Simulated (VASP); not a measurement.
# Ti (P6_3/mmc) in VASP: settings compared

Ti is run at these levels: PBE, revPBE; tasks: single point, relaxation of cell and atoms.

All numbers are computed with VASP 6.6.1; they aren't measurements. Logs are shortened: lines on timing, memory, paths and dates and some standing lists are left out, and cuts for length are marked.

**1. The cell of the first run**

It takes space group P6_3/mmc (No. 194, hexagonal). Conventional cell: a = 2.950 Å, b = 2.950 Å, c = 4.680 Å, α = 90.00°, β = 90.00°, γ = 120.00°. Within 3.8 Å of Ti (site symmetry -6m2) lie 12 Ti at 2.89 to 2.95 Å.

**2. Single point, PBE**

File INCAR:

```
SYSTEM = Ti
PREC = Accurate ; ENCUT = 520
EDIFF = 1E-7 ; ISMEAR = 0
SIGMA = 0.015 ; LREAL = .False.
LASPH = .True. ; NELM = 100
ALGO = Normal ; ISIF = 2
LWAVE = .False. ; LCHARG = .True.
GGA = PE ; LELF = .True.
LVHAR = .True. ; NBANDS = 19
```

File KPOINTS:

```
regular mesh
0
Gamma
  10 10 6
  0 0 0
```

File POSCAR:

```
Ti
1.0
    2.9500000000      0.0000000000      0.0000000000
   -1.4750000000      2.5547749412      0.0000000000
    0.0000000000      0.0000000000      4.6800000000
Ti
2
Direct
    0.6666666667      0.3333333333      0.7500000000
    0.3333333333      0.6666666667      0.2500000000
```

Potentials or basis: VASP PAW PBE potentials, release 64 (Ti_sv).

On the command line:

```sh
cat potpaw_PBE.64/Ti_sv/POTCAR > POTCAR
mpirun -np 1 vasp_std > vasp.out
```

OUTCAR:

```text
SYSTEM = Ti
   PREC = Accurate
   ENCUT = 520
   EDIFF = 1E-7
   ISMEAR = 0
   LREAL = .False.
   LASPH = .True.
   NELM = 100
   ISIF = 2
   GGA = PE

 ion  position               nearest neighbor table
   1  0.667  0.333  0.750-   2 2.89   2 2.89   2 2.89   2 2.89   2 2.89   2 2.89
   2  0.333  0.667  0.250-   1 2.89   1 2.89   1 2.89   1 2.89   1 2.89   1 2.89

  LATTYP: Found a hexagonal cell.
 ALAT       =     2.9500000000
 C/A-ratio  =     1.5864406780

  Lattice vectors:

 A1 = (   2.9500000000,   0.0000000000,   0.0000000000)
 A2 = (  -1.4750000000,   2.5547749412,   0.0000000000)
 A3 = (   0.0000000000,   0.0000000000,   4.6800000000)

Analysis of symmetry for initial positions (statically):
=====================================================================
 Subroutine PRICEL returns:
 Original cell was already a primitive cell.

 Routine SETGRP: Setting up the symmetry group for a
 hexagonal supercell.

 Subroutine GETGRP returns: Found 24 space group operations
 (whereof 12 operations were pure point group operations)
 out of a pool of 24 trial point group operations.

The static configuration has the point symmetry D_3d.
 The point group associated with its full space group is D_6h.

Analysis of symmetry for dynamics (positions and initial velocities):
=====================================================================
 Subroutine PRICEL returns:
 Original cell was already a primitive cell.

 Routine SETGRP: Setting up the symmetry group for a
 hexagonal supercell.

 Subroutine GETGRP returns: Found 24 space group operations
 (whereof 12 operations were pure point group operations)
 out of a pool of 24 trial point group operations.

The dynamic configuration has the point symmetry D_3d.
 The point group associated with its full space group is D_6h.

 Subroutine INISYM returns: Found 24 space group operations
 (whereof 12 operations are pure point group operations),
 and found     1 'primitive' translations

----------------------------------------------------------------------------------------

                                     Primitive cell

  volume of cell :      35.2712

  direct lattice vectors                    reciprocal lattice vectors
     2.950000000  0.000000000  0.000000000     0.338983051  0.195711956  0.000000000
    -1.475000000  2.554774941  0.000000000     0.000000000  0.391423911  0.000000000
     0.000000000  0.000000000  4.680000000     0.000000000  0.000000000  0.213675214

  length of vectors
     2.950000000  2.950000000  4.680000000     0.391423911  0.391423911  0.213675214

  position of ions in fractional coordinates (direct lattice)
     0.666666667  0.333333333  0.750000000
     0.333333333  0.666666667  0.250000000

  ion indices of the primitive-cell ions
   primitive index   ion index
                 1           1
                 2           2

----------------------------------------------------------------------------------------

 KPOINTS: regular mesh

Automatic generation of k-mesh.
 Grid dimensions read from file:
 generate k-points for:   10   10    6

 Generating k-lattice:

  Cartesian coordinates                     Fractional coordinates (reciprocal lattice)
     0.033898305  0.019571196  0.000000000     0.100000000 -0.000000000  0.000000000
     0.000000000  0.039142391  0.000000000     0.000000000  0.100000000  0.000000000
     0.000000000  0.000000000  0.035612536     0.000000000  0.000000000  0.166666667

  Length of vectors
     0.039142391  0.039142391  0.035612536

  Shift w.r.t. Gamma in fractional coordinates (k-lattice)
     0.000000000  0.000000000  0.000000000

 Subroutine IBZKPT returns following result:
 ===========================================

 Found     56 irreducible k-points:

 Following reciprocal coordinates:
            Coordinates               Weight
  0.000000  0.000000  0.000000      1.000000
  0.100000  0.000000  0.000000      6.000000
  0.200000  0.000000  0.000000      6.000000
  0.300000  0.000000  0.000000      6.000000
  0.400000  0.000000  0.000000      6.000000
  0.500000  0.000000  0.000000      3.000000
[... 16 lines left out ...]
  0.300000  0.100000  0.166667     24.000000
  0.400000  0.100000  0.166667     24.000000
 [... further k-points ...]
   k-points           NKPTS =     56   k-points in BZ     NKDIM =     56   number of bands    NBANDS=     19
   number of dos      NEDOS =    301   number of ions     NIONS =      2
   total plane-waves  NPLWV =  20736
   dimension x,y,z NGX =    24 NGY =   24 NGZ =   36
   dimension x,y,z NGXF=    48 NGYF=   48 NGZF=   72
   ions per type =               2
   NGX,Y,Z   is equivalent  to a cutoff of  13.53, 13.53, 12.79 a.u.
   NGXF,Y,Z  is equivalent  to a cutoff of  27.05, 27.05, 25.58 a.u.
 SYSTEM =  Ti
   PREC   = accura    normal or accurate (medium, high low for compatibility)
   ISTART =      0    job   : 0-new  1-cont  2-samecut
   ICHARG =      2    charge: 1-file 2-atom 10-const
   ISPIN  =      1    spin polarized calculation?
   LNONCOLLINEAR =      F non collinear calculations
   LSORBIT =      F    spin-orbit coupling
   LASPH  =      T    aspherical Exc in radial PAW
   ENCUT  =  520.0 eV  38.22 Ry    6.18 a.u.   5.49  5.49  8.70*2*pi/ulx,y,z
   NELM   =    100;   NELMIN=  2; NELMDL= -5     # of ELM steps
   EDIFF  = 0.1E-06   stopping-criterion for ELM
   LREAL  =      F    real-space projection
   EDIFFG = 0.1E-05   stopping-criterion for IOM
   NSW    =      0    number of steps for IOM
   IBRION =     -1    ionic relax: 0-MD 1-quasi-New 2-CG
   NFREE  =      0    steps in history (QN), initial steepest desc. (CG)
   ISIF   =      2    stress and relaxation
   ISYM   =      2    0-nonsym 1-usesym 2-fastsym
   POTIM  = 0.5000    time-step for ionic-motion
   TEBEG  =    0.0;   TEEND  =   0.0 temperature during run
   PSTRESS=    0.0 pullay stress
   NELECT =      24.0000    total number of electrons
   NUPDOWN=      -1.0000    fix difference up-down
   EMIN   =  10.00;   EMAX   =-10.00  energy-range for DOS
   EFERMI =   0.00;   METHOD = LEGACY
   ISMEAR =     0;   SIGMA  =   0.01  broadening in eV -4-tet -1-fermi 0-gaus
   EFERMI_NEDOS =   21; number of points for ismear=-14 and -15
   IALGO  =     38    algorithm
   IMIX   =      4    mixing-type and parameters
     AMIX     =   0.40;   BMIX     =  1.00
     AMIX_MAG =   1.60;   BMIX_MAG =  1.00
  volume/ion in A,a.u.               =      17.64       119.01
  Fermi-wavevector in a.u.,A,eV,Ry     =   1.439920  2.721055 28.209912  2.073370
  Thomas-Fermi vector in A             =   2.558722
   LORBIT       =      0    0 simple, 1 ext, 2 COOP (PROOUT), +10 PAW based schemes
   GGA     = PE    functional components
   LHFCALC =     F    Hartree Fock is set to
   AEXX    =    0.0000 exact exchange contribution
   IVDW    =     0    specifies the selected vdW correction
   LEPSILON=     F    determine dielectric tensor
   LRPA    =     F    only Hartree local field effects (RPA)
 non-spin polarized calculation
 Gauss-broadening in eV      SIGMA  =   0.01
  energy-cutoff  :      520.00
  volume of cell :       35.27
 maximum number of plane-waves:       973
 NGX is ok and might be reduce to    24
   NGX = 11   NGY = 11   NGZ = 17

 number of electron      24.0000002 magnetization

 Free energy of the ion-electron system (eV)
  ---------------------------------------------------
  ext. energy  EPLUGINS =         0.00000000
  ---------------------------------------------------
  free energy    TOTEN  =       -15.66519851 eV

  energy without entropy =      -15.66472332  energy(sigma->0) =      -15.66496091

 E-fermi :   8.1482     XC(G=0): -11.4270

 val. band max:        8.1394403960   @ k =   0.2000   0.0000   0.3333
 cond. band min:       8.1513056335   @ k =   0.1000   0.1000   0.1667
 fundamental gap:      0.0118652375
 Fermi energy:         8.1481790103

 k-point     1 :       0.0000    0.0000    0.0000
  band No.  band energies     occupation
      1     -48.7211      2.00000
      2     -48.5935      2.00000
      3     -25.2898      2.00000
      4     -24.6767      2.00000
      5     -24.6767      2.00000
      6     -24.6189      2.00000
[... 11 lines left out ...]
     18       9.7721      0.00000
     19      11.2603      0.00000

 k-point     2 :       0.1000    0.0000    0.0000
  band No.  band energies     occupation
      1     -48.7120      2.00000
      2     -48.5899      2.00000
      3     -25.2691      2.00000
      4     -24.7190      2.00000
      5     -24.6907      2.00000
      6     -24.6277      2.00000
[... 11 lines left out ...]
     18       9.6258      0.00000
     19      11.3362      0.00000

 k-point     3 :       0.2000    0.0000    0.0000
  band No.  band energies     occupation
      1     -48.6873      2.00000
      2     -48.5811      2.00000
      3     -25.2114      2.00000
      4     -24.8306      2.00000
      5     -24.7371      2.00000
      6     -24.7260      2.00000
[... 11 lines left out ...]
     18      10.0650      0.00000
     19      11.4768      0.00000

 k-point     4 :       0.3000    0.0000    0.0000
  band No.  band energies     occupation
      1     -48.6546      2.00000
      2     -48.5723      2.00000
      3     -25.1289      2.00000
      4     -24.9701      2.00000
      5     -24.8693      2.00000
      6     -24.7676      2.00000
[... 407 lines left out ...]
     18      10.5873      0.00000
     19      11.4552      0.00000

 k-point    23 :       0.3000    0.1000    0.1667
  band No.  band energies     occupation
      1     -48.6300      2.00000
      2     -48.5735      2.00000
      3     -25.1174      2.00000
      4     -24.9943      2.00000
      5     -24.9295      2.00000
      6     -24.7969      2.00000
[... 11 lines left out ...]
     18      11.1406      0.00000
     19      11.6582      0.00000

 k-point    24 :       0.4000    0.1000    0.1667
  band No.  band energies     occupation
      1     -48.6082      2.00000
      2     -48.5720      2.00000
      3     -25.1455      2.00000
      4     -25.0383      2.00000
      5     -24.9379      2.00000
      6     -24.8178      2.00000
[... 11 lines left out ...]
     18      11.5212      0.00000
     19      12.2256      0.00000

 [... further k-points ...]

------------------------ aborting loop because EDIFF is reached ----------------------------------------

  FORCE on cell =-STRESS in cart. coord.  units (eV):
  Direction    XX          YY          ZZ          XY          YZ          ZX
  --------------------------------------------------------------------------------------
  -------------------------------------------------------------------------------------
  Total       -0.3493188     -0.3493188     -0.4113549     -0.0000000      0.0000000      0.0000000
  in kB      -15.8676264    -15.8676264    -18.6855878     -0.0000000      0.0000000      0.0000000
  external PRESSURE =     -16.8069469 kB  Pullay stress =       0.0000000 kB

 VOLUME and BASIS-vectors are now :
 -----------------------------------------------------------------------------
  energy-cutoff  :      520.00
  volume of cell :       35.27
      direct lattice vectors                 reciprocal lattice vectors
     2.950000000  0.000000000  0.000000000     0.338983051  0.195711956  0.000000000
    -1.475000000  2.554774941  0.000000000     0.000000000  0.391423911  0.000000000
     0.000000000  0.000000000  4.680000000     0.000000000  0.000000000  0.213675214

 POSITION                                       TOTAL-FORCE (eV/Angst)
 -----------------------------------------------------------------------------------
      1.47500      0.85159      3.51000        -0.000000      0.000000      0.000000
     -0.00000      1.70318      1.17000         0.000000     -0.000000      0.000000
 -----------------------------------------------------------------------------------
    total drift:                               -0.000000      0.000000     -0.000000

  FREE ENERGIE OF THE ION-ELECTRON SYSTEM (eV)
  ---------------------------------------------------
  free  energy   TOTEN  =       -15.6651985051 eV

  energy  without entropy=      -15.6647233188  energy(sigma->0) =      -15.66496091
```

It took 56 s on 1 thread of AMD EPYC 7R43 (Zen 3), shared host; peak memory 0.13 GiB.

What came out:

```yaml
Free_energy: -15.6652 eV
Pressure: -1.7 GPa
Band_gap_on_the_k_mesh: zero (band 12 reaches 8.94 eV, above the bottom of band 13 at 7.94 eV)
```

[end of part 1 of 2]
